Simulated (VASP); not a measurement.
# C18Se in VASP: a series of runs

Runs on C18Se. Level: PBE. Tasks: single point.

All numbers are computed with VASP 6.6.1; they aren't measurements. Logs are shortened: lines on timing, memory, paths and dates and some standing lists are left out, and cuts for length are marked.

## Step 1: The cell of the first run

The cell holds a slab with vacuum, 19 atoms: a = 7.398 Å, b = 7.398 Å, c = 12.000 Å, α = 90.00°, β = 90.00°, γ = 120.00°.

## Step 2: Single point, PBE

INCAR reads:

```
SYSTEM = C18Se
PREC = Accurate ; ENCUT = 520
EDIFF = 1E-7 ; ISMEAR = -1
SIGMA = 0.05 ; LREAL = Auto
LASPH = .True. ; NELM = 80
ALGO = Normal ; ISIF = 2
LWAVE = .False. ; LCHARG = .False.
GGA = PE ; NBANDS = 54
```

KPOINTS reads:

```
regular mesh
0
Gamma
  2 2 1
  0 0 0
```

POSCAR reads:

```
C18Se
1.0
    7.3980000000      0.0000000000      0.0000000000
   -3.6990000000      6.4068560000      0.0000000000
    0.0000000000      0.0000000000     12.0000000000
C Se
18 1
Direct
    0.0040843451      0.0044352487      0.0798406667
    0.2264862354      0.1156323788      0.0797674167
    0.0021663010      0.3376851298      0.0841505000
    0.2255417300      0.4472129544      0.0977830000
    0.0049153785      0.6725298649      0.0777628333
    0.2233586368      0.7838824534      0.0834226667
    0.3366821343      0.0053845443      0.0791015833
    0.5596516835      0.1155566787      0.0788811667
    0.3393117693      0.3376784182      0.0837975833
    0.5585728511      0.4477764133      0.0779315833
    0.3392831907      0.6749040403      0.1015224167
    0.5642307554      0.7838581045      0.0835815000
    0.6724406146      0.0053870416      0.0793970833
    0.8928477206      0.1156319106      0.0800840833
    0.6703230534      0.3368702215      0.0762465833
    0.8930065334      0.4477751646      0.0781982500
    0.6713364961      0.6725034869      0.0777195000
    0.8936458351      0.7836295993      0.0763856667
    0.3120140968      0.6166032138      0.2744251667
```

Potentials or basis: VASP PAW PBE potentials, release 64 (C, Se).

Run with:

```sh
cat potpaw_PBE.64/C/POTCAR potpaw_PBE.64/Se/POTCAR > POTCAR
mpirun -np 1 vasp_std > vasp.out
```

OUTCAR:

```text
SYSTEM = C18Se
   PREC = Accurate
   ENCUT = 520
   EDIFF = 1E-7
   ISMEAR = -1
   LREAL = Auto
   LASPH = .True.
   NELM = 80
   ISIF = 2
   GGA = PE

 ion  position               nearest neighbor table
   1  0.004  0.004  0.080-  18 1.42   2 1.42  14 1.43
   2  0.226  0.116  0.080-   7 1.41   9 1.42   1 1.42
   3  0.002  0.338  0.084-  16 1.41  14 1.42   4 1.44
   4  0.226  0.447  0.098-   3 1.44   9 1.44  11 1.46  19 2.38
   5  0.005  0.673  0.078-   6 1.40  18 1.42  16 1.44
   6  0.223  0.784  0.083-   5 1.40   7 1.42  11 1.46
   7  0.337  0.005  0.079-   2 1.41   6 1.42   8 1.43
   8  0.560  0.116  0.079-  15 1.42  13 1.43   7 1.43
   9  0.339  0.338  0.084-  10 1.41   2 1.42   4 1.44
  10  0.559  0.448  0.078-   9 1.41  15 1.43  17 1.44
  11  0.339  0.675  0.102-   6 1.46  12 1.46   4 1.46  19 2.11
  12  0.564  0.784  0.084-  17 1.40  13 1.42  11 1.46
  13  0.672  0.005  0.079-  14 1.41  12 1.42   8 1.43
  14  0.893  0.116  0.080-  13 1.41   3 1.42   1 1.43
  15  0.670  0.337  0.076-   8 1.42  10 1.43  16 1.43
  16  0.893  0.448  0.078-   3 1.41  15 1.43   5 1.44
  17  0.671  0.673  0.078-  12 1.40  18 1.42  10 1.44
  18  0.894  0.784  0.076-   1 1.42  17 1.42   5 1.42
  19  0.312  0.617  0.274-  11 2.11   4 2.38

  LATTYP: Found a hexagonal cell.
 ALAT       =     7.3980000000
 C/A-ratio  =     1.6220600162

  Lattice vectors:

 A1 = (   7.3980000000,   0.0000000000,   0.0000000000)
 A2 = (  -3.6990000000,   6.4068560000,   0.0000000000)
 A3 = (   0.0000000000,   0.0000000000,  12.0000000000)

Analysis of symmetry for initial positions (statically):
=====================================================================
 Subroutine PRICEL returns:
 Original cell was already a primitive cell.

 Routine SETGRP: Setting up the symmetry group for a
 hexagonal supercell.

 Subroutine GETGRP returns: Found  1 space group operations
 (whereof  1 operations were pure point group operations)
 out of a pool of 24 trial point group operations.

The static configuration has the point symmetry C_1 .

Analysis of symmetry for dynamics (positions and initial velocities):
=====================================================================
 Subroutine PRICEL returns:
 Original cell was already a primitive cell.

 Routine SETGRP: Setting up the symmetry group for a
 hexagonal supercell.

 Subroutine GETGRP returns: Found  1 space group operations
 (whereof  1 operations were pure point group operations)
 out of a pool of 24 trial point group operations.

The dynamic configuration has the point symmetry C_1 .

 Subroutine INISYM returns: Found  1 space group operations
 (whereof  1 operations are pure point group operations),
 and found     1 'primitive' translations

----------------------------------------------------------------------------------------

                                     Primitive cell

  volume of cell :     568.7750

  direct lattice vectors                    reciprocal lattice vectors
     7.398000000  0.000000000  0.000000000     0.135171668  0.078041398  0.000000000
    -3.699000000  6.406856000  0.000000000     0.000000000  0.156082796  0.000000000
     0.000000000  0.000000000 12.000000000     0.000000000  0.000000000  0.083333333

  length of vectors
     7.398000000  7.398000054 12.000000000     0.156082797  0.156082796  0.083333333

  position of ions in fractional coordinates (direct lattice)
     0.004084345  0.004435249  0.079840667
     0.226486235  0.115632379  0.079767417
     0.002166301  0.337685130  0.084150500
     0.225541730  0.447212954  0.097783000
     0.004915379  0.672529865  0.077762833
     0.223358637  0.783882453  0.083422667
[... 11 lines left out ...]
     0.893645835  0.783629599  0.076385667
     0.312014097  0.616603214  0.274425167

  ion indices of the primitive-cell ions
   primitive index   ion index
                 1           1
                 2           2
                 3           3
                 4           4
                 5           5
                 6           6
[... 11 lines left out ...]
[... 48 lines left out ...]
[... 5 lines left out ...]
 non-spin polarized calculation
  energy-cutoff  :      520.00
  volume of cell :      568.78
 maximum number of plane-waves:     15363
 NGX is ok and might be reduce to    56
   NGX = 27   NGY = 27   NGZ = 45

 number of electron      78.0000003 magnetization

 Free energy of the ion-electron system (eV)
  ---------------------------------------------------
  ext. energy  EPLUGINS =         0.00000000
  ---------------------------------------------------
  free energy    TOTEN  =      -166.81611181 eV

  energy without entropy =     -166.79776798  energy(sigma->0) =     -166.80693990

 E-fermi :  -1.6600     XC(G=0):  -4.1745

 val. band max:       -1.7654010597   @ k =   0.0000   0.0000   0.0000
 cond. band min:      -1.5460526321   @ k =   0.0000   0.0000   0.0000
 fundamental gap:      0.2193484276
 Fermi energy:        -1.6599986558

 k-point     1 :       0.0000    0.0000    0.0000
  band No.  band energies     occupation
      1     -21.3698      2.00000
      2     -19.1318      2.00000
      3     -18.7687      2.00000
      4     -18.7618      2.00000
      5     -18.7095      2.00000
      6     -18.6652      2.00000
[... 43 lines left out ...]
     50       3.2459      0.00000
     51       3.8457      0.00000

 k-point     2 :       0.5000    0.0000    0.0000
  band No.  band energies     occupation
      1     -20.8241      2.00000
      2     -20.6072      2.00000
      3     -19.4843      2.00000
      4     -19.3289      2.00000
      5     -17.1940      2.00000
      6     -16.8932      2.00000
[... 43 lines left out ...]
     50       4.1182      0.00000
     51       4.3373      0.00000

 k-point     3 :       0.0000    0.5000    0.0000
  band No.  band energies     occupation
      1     -20.8039      2.00000
      2     -20.6318      2.00000
      3     -19.4409      2.00000
      4     -19.3766      2.00000
      5     -17.1178      2.00000
      6     -16.9528      2.00000
[... 43 lines left out ...]
     50       4.1693      0.00000
     51       4.4037      0.00000

 k-point     4 :       0.5000    0.5000    0.0000
  band No.  band energies     occupation
      1     -20.8244      2.00000
      2     -20.6069      2.00000
      3     -19.4836      2.00000
      4     -19.3292      2.00000
      5     -17.1948      2.00000
      6     -16.8931      2.00000
[... 43 lines left out ...]
     50       4.1162      0.00000
     51       4.3399      0.00000
 [bands above 51 left out]

------------------------ aborting loop because EDIFF is reached ----------------------------------------

  FORCE on cell =-STRESS in cart. coord.  units (eV):
  Direction    XX          YY          ZZ          XY          YZ          ZX
  --------------------------------------------------------------------------------------
  -------------------------------------------------------------------------------------
  Total        2.0641035      3.3723426     -0.1720996     -0.0179237     -0.7847513     -0.0653784
  in kB        5.8143547      9.4995217     -0.4847857     -0.0504892     -2.2105589     -0.1841637
  external PRESSURE =       4.9430302 kB  Pullay stress =       0.0000000 kB

 VOLUME and BASIS-vectors are now :
 -----------------------------------------------------------------------------
  energy-cutoff  :      520.00
  volume of cell :      568.78
      direct lattice vectors                 reciprocal lattice vectors
     7.398000000  0.000000000  0.000000000     0.135171668  0.078041398  0.000000000
    -3.699000000  6.406856000  0.000000000     0.000000000  0.156082796  0.000000000
     0.000000000  0.000000000 12.000000000     0.000000000  0.000000000  0.083333333

 POSITION                                       TOTAL-FORCE (eV/Angst)
 -----------------------------------------------------------------------------------
      0.01381      0.02842      0.95809        -0.007836      0.014999      0.002389
      1.24782      0.74084      0.95721         0.008580      0.022134      0.014171
     -1.23307      2.16350      1.00981        -0.011051      0.016166      0.043371
      0.01432      2.86523      1.17340        -0.004089      0.029837      0.140118
     -2.45132      4.30880      0.93315         0.006300      0.020689     -0.028780
     -1.24717      5.02222      1.00107         0.009555      0.016513     -0.029947
[... 11 lines left out ...]
      3.71255      5.02060      0.91663         0.001622      0.017652     -0.037803
      0.02747      3.95049      3.29310        -0.033805     -0.344084     -0.038711
 -----------------------------------------------------------------------------------
    total drift:                                0.025670     -0.001011     -0.003142

  FREE ENERGIE OF THE ION-ELECTRON SYSTEM (eV)
  ---------------------------------------------------
  free  energy   TOTEN  =      -166.8161118086 eV

  energy  without entropy=     -166.7977679818  energy(sigma->0) =     -166.80693990
```

Run time: 7 min. Hardware: 1 thread of Intel Xeon Platinum 8259CL at 2.50GHz (Skylake/Cascade Lake), shared host; peak memory 0.58 GiB.

What came out:

| Property | Result |
| --- | --- |
| Free energy | -166.8161 eV |
| Largest force | 0.348 eV/Å |
| Band gap on the k mesh | 0.22 eV, direct |

Forces on the atoms (eV/Å):
```
C   -0.008  0.015  0.002
C    0.009  0.022  0.014
C   -0.011  0.016  0.043
C   -0.004  0.030  0.140
C    0.006  0.021 -0.029
C    0.010  0.017 -0.030
C    0.002  0.020 -0.009
C   -0.001  0.008  0.005
C    0.012  0.014  0.050
C   -0.005  0.021 -0.006
C    0.012  0.045 -0.002
C   -0.003  0.022 -0.051
C    0.001  0.021 -0.025
C    0.007  0.012  0.017
C    0.000  0.011 -0.008
C    0.006  0.007 -0.001
C    0.000  0.025 -0.035
C    0.002  0.018 -0.038
Se  -0.034 -0.344 -0.039
```

Caveat: the k points lie up to 0.49 Å⁻¹ apart.

## Step 3: Single point, PBE

INCAR reads:

```
SYSTEM = C18Se
PREC     = Accurate       ! precision mode
ENCUT    = 520            ! plane-wave cutoff, eV
EDIFF    = 1E-7           ! SCF threshold, eV
ISMEAR   = -1             ! smearing method
SIGMA    = 0.05           ! smearing width, eV
LREAL    = Auto         
LASPH    = .True.         ! aspherical terms in the spheres
NELM     = 80             ! most SCF steps
ALGO     = Normal         ! electronic algorithm
ISIF     = 2              ! what is computed and relaxed
LWAVE    = .False.        ! write WAVECAR
LCHARG   = .True.         ! write CHGCAR
GGA      = PE             ! functional
LELF     = .True.         ! ELF
LVHAR    = .True.       
NBANDS   = 54             ! bands
```

KPOINTS reads:

```
Automatic mesh
0
Gamma
  2 2 1
  0 0 0
```

POSCAR reads:

```
C18Se
1.0
    7.3980000000      0.0000000000      0.0000000000
   -3.6990000000      6.4068560000      0.0000000000
    0.0000000000      0.0000000000     12.0000000000
C Se
18 1
Direct
    0.0052694179      0.0061830639      0.0797688333
    0.2258529469      0.1164928633      0.0755838333
    0.0042295833      0.3378287260      0.0785758333
    0.2257967058      0.4459635116      0.0824861667
    0.0042784347      0.6735436226      0.0783249167
    0.2257770963      0.7868734680      0.0824628333
    0.3369156481      0.0049618721      0.0772971667
    0.5622152048      0.1173019965      0.0783288333
    0.3369389139      0.3390275979      0.0771051667
    0.5622245027      0.4519764452      0.0779300833
    0.3337617337      0.6704602070      0.1019068333
    0.5624628605      0.7846442936      0.1030116667
    0.6721689615      0.0089572795      0.0857774167
    0.8939928472      0.1176107283      0.0803596667
    0.6731808012      0.3401172119      0.0757514167
    0.8940240826      0.4505796603      0.0783478333
    0.6722114928      0.6702953836      0.0852684167
    0.8939870831      0.7834521332      0.0800009167
    0.4157228608      0.7097782438      0.2717115833
```

Potentials or basis: VASP PAW PBE potentials, release 64 (C, Se).

Run with:

```sh
cat potpaw_PBE.64/C/POTCAR potpaw_PBE.64/Se/POTCAR > POTCAR
mpirun -np 1 vasp_std > vasp.out
```

Wall time 7 min (1 thread of Intel Xeon Platinum 8259CL at 2.50GHz (Skylake/Cascade Lake), shared host); peak memory 0.58 GiB.

The run converged. Its results:

* Free energy: -166.8806 eV
* Largest force: 0.332 eV/Å
* Band gap on the k mesh: 0.26 eV, direct

Forces on the atoms (eV/Å):
```
C   -0.019 -0.010  0.003
C   -0.018 -0.018 -0.023
C    0.016 -0.005 -0.014
C   -0.027 -0.001 -0.026
C    0.000 -0.010 -0.010
C   -0.016 -0.003 -0.010
C   -0.009 -0.015 -0.017
C   -0.011 -0.010 -0.005
C   -0.018 -0.002 -0.021
C   -0.011 -0.021 -0.009
C   -0.008 -0.039  0.004
C   -0.012  0.023  0.068
C   -0.010 -0.018  0.019
C   -0.039 -0.020  0.004
C   -0.014 -0.008 -0.010
C   -0.025 -0.016  0.008
C   -0.022 -0.017  0.031
C   -0.024 -0.007  0.015
Se   0.267  0.197 -0.008
```

Levels at points of the mesh, in eV from the valence-band top:
```tsv
k point	band 36	band 37	band 38	band 39	band 40	band 41	band 42	band 43
(0.00, 0.00, 0.00)	-1.57	-0.96	-0.80	0.00	0.26	0.70	1.96	3.53
(0.50, 0.00, 0.00)	-2.56	-2.37	-0.77	-0.50	0.43	2.19	2.42	2.64
(0.00, 0.50, 0.00)	-2.53	-2.30	-0.79	-0.77	0.88	1.92	2.52	2.57
(0.50, 0.50, 0.00)	-2.53	-2.30	-0.80	-0.76	0.88	1.92	2.52	2.58
```

Caveat: the k points lie up to 0.49 Å⁻¹ apart.

## Step 4: Single point, PBE

INCAR reads:

```
SYSTEM = C18Se
PREC = Accurate
ENCUT = 520
EDIFF = 1E-6
ISMEAR = -1
SIGMA = 0.05
LREAL = Auto
LASPH = .TRUE.
NELM = 80
ALGO = Normal
ISIF = 2
LWAVE = .FALSE.
LCHARG = .FALSE.
GGA = PE
NBANDS = 54
```

KPOINTS reads:

```
regular mesh
0
G
  2 2 1
  0 0 0
```

POSCAR reads:

```
C18Se
1.0
    7.3980000000      0.0000000000      0.0000000000
   -3.6990000000      6.4068560000      0.0000000000
    0.0000000000      0.0000000000     12.0000000000
C Se
18 1
Direct
    0.0029174710      0.0059122602      0.0788724167
    0.2240819357      0.1165847960      0.0760943333
    0.0029337229      0.3390772323      0.0804284167
    0.2249960705      0.4482878966      0.0847774167
    0.0029153291      0.6728741835      0.0793468333
    0.2249142708      0.7858369222      0.0835445833
    0.3349731533      0.0048073501      0.0775215833
    0.5599152944      0.1177494859      0.0776233333
    0.3350076638      0.3393072983      0.0784986667
    0.5599776271      0.4514843162      0.0777387500
    0.3344484077      0.6718989782      0.0988628333
    0.5624039103      0.7857972772      0.1018470833
    0.6712379065      0.0107058751      0.0837543333
    0.8927864607      0.1188046056      0.0796860000
    0.6710431114      0.3400140412      0.0762251667
    0.8917756270      0.4503555254      0.0797271667
    0.6711115603      0.6697075758      0.0831710000
    0.8926181863      0.7829525121      0.0787205000
    0.4965088336      0.7594453504      0.2735587500
```

Run with:

```sh
cat potpaw_PBE.64/C/POTCAR potpaw_PBE.64/Se/POTCAR > POTCAR
mpirun -np 1 vasp_std > vasp.out
```

Run time: 7 min. Hardware: 1 thread of Intel Xeon Platinum 8259CL at 2.50GHz (Skylake/Cascade Lake), shared host; peak memory 0.58 GiB.

It converged, with:

```
Free energy            : -166.8325 eV
Largest force          : 0.375 eV/Å
Band gap on the k mesh : 0.24 eV, direct
```

Forces on the atoms (eV/Å):
```
C    0.001  0.020  0.005
C    0.019  0.003 -0.009
C    0.032  0.021  0.010
C    0.016 -0.013  0.038
C    0.027  0.010  0.021
C    0.000  0.019  0.053
C    0.018  0.022 -0.002
C    0.019  0.000 -0.049
C   -0.001  0.024 -0.007
C    0.011 -0.004 -0.019
C    0.025  0.050  0.162
C    0.050  0.034 -0.024
C    0.000  0.017 -0.096
C    0.000 -0.005 -0.027
C    0.017  0.014 -0.037
C   -0.005  0.025  0.005
C    0.002  0.029 -0.008
C    0.016  0.015  0.006
Se  -0.247 -0.281 -0.025
```

Levels at points of the mesh, in eV from the valence-band top:
```csv
k point,band 37,band 38,band 39,band 40,band 41,band 42
"(0.00, 0.00, 0.00)",-0.97,-0.74,0.00,0.24,0.58,1.83
"(0.50, 0.00, 0.00)",-2.39,-0.69,-0.47,0.35,2.14,2.42
"(0.00, 0.50, 0.00)",-2.34,-0.71,-0.69,0.68,1.93,2.52
"(0.50, 0.50, 0.00)",-2.33,-0.73,-0.66,0.69,1.92,2.51
```

Caveat: the k points lie up to 0.49 Å⁻¹ apart.

## Step 5: Single point, PBE

INCAR reads:

```
PREC = Accurate ; ENCUT = 520
EDIFF = 1E-6 ; ISMEAR = -1
SIGMA = 0.05 ; LREAL = Auto
LASPH = True ; NELM = 60
ALGO = Normal ; ISIF = 2
LWAVE = False ; LCHARG = False
GGA = PE ; NBANDS = 54
```

KPOINTS reads:

```
regular mesh
0
Gamma
  2 2 1
```

POSCAR reads:

```
C18Se
1.0
    7.3980000000      0.0000000000      0.0000000000
   -3.6990000000      6.4068560000      0.0000000000
    0.0000000000      0.0000000000     12.0000000000
C Se
18 1
Direct
    0.0026640706      0.0071902662      0.0784564167
    0.2251955654      0.1181226798      0.0764847500
    0.0027576626      0.3398662308      0.0803330000
    0.2234876987      0.4499840483      0.0803574167
    0.0023482636      0.6721585439      0.0768859167
    0.2242477593      0.7833895440      0.0780828333
    0.3367754212      0.0072331889      0.0775630000
    0.5572173514      0.1178485984      0.0822733333
    0.3361708885      0.3399389654      0.0790528333
    0.5589532022      0.4501480914      0.0794169167
    0.3318234174      0.6715949289      0.0851517500
    0.5572005964      0.7818480703      0.1009400000
    0.6703975418      0.0086758622      0.0932854167
    0.8927919010      0.1177568218      0.0832617500
    0.6695772491      0.3398779370      0.0794169167
    0.8917176941      0.4509839147      0.0799751667
    0.6720590623      0.6715501332      0.0842551667
    0.8912135594      0.7832311199      0.0781790833
    0.5655224826      0.8157600233      0.2766276667
```

Run with:

```sh
cat potpaw_PBE.64/C/POTCAR potpaw_PBE.64/Se/POTCAR > POTCAR
mpirun -np 1 vasp_std > vasp.out
```

Wall time 6.1 min (1 thread of Intel Xeon Platinum 8259CL at 2.50GHz (Skylake/Cascade Lake), shared host); peak memory 0.58 GiB.

Results (log left out):

```
Free energy            : -166.7622 eV
Largest force          : 0.213 eV/Å
Band gap on the k mesh : 0.16 eV, direct
```

Forces in eV/Å, atoms in the order of the input:
```
C   -0.014 -0.017 -0.007
C    0.004  0.000 -0.005
C   -0.005 -0.013  0.007
C   -0.009  0.000 -0.020
C   -0.003 -0.008 -0.015
C   -0.005 -0.012 -0.027
C    0.005 -0.020 -0.003
C   -0.020 -0.005  0.018
C   -0.012 -0.018  0.006
C   -0.001 -0.001  0.008
C   -0.004 -0.004 -0.061
C   -0.005 -0.018  0.001
C   -0.013 -0.019  0.064
C    0.006 -0.004  0.014
C   -0.003 -0.015  0.013
C   -0.015 -0.015  0.004
C   -0.013 -0.009 -0.004
C    0.001 -0.005 -0.004
Se   0.105  0.185  0.011
```

Levels at points of the mesh, in eV from the valence-band top:
| k point | band 37 | band 38 | band 39 | band 40 | band 41 | band 42 |
| --- | --- | --- | --- | --- | --- | --- |
| (0.00, 0.00, 0.00) | -0.95 | -0.75 | 0.00 | 0.16 | 0.34 | 1.64 |
| (0.50, 0.00, 0.00) | -2.42 | -0.61 | -0.59 | 0.37 | 1.91 | 2.47 |
| (0.00, 0.50, 0.00) | -2.45 | -0.61 | -0.49 | 0.22 | 2.01 | 2.41 |
| (0.50, 0.50, 0.00) | -2.41 | -0.65 | -0.56 | 0.39 | 1.89 | 2.46 |

Caveat: the k points lie up to 0.49 Å⁻¹ apart.
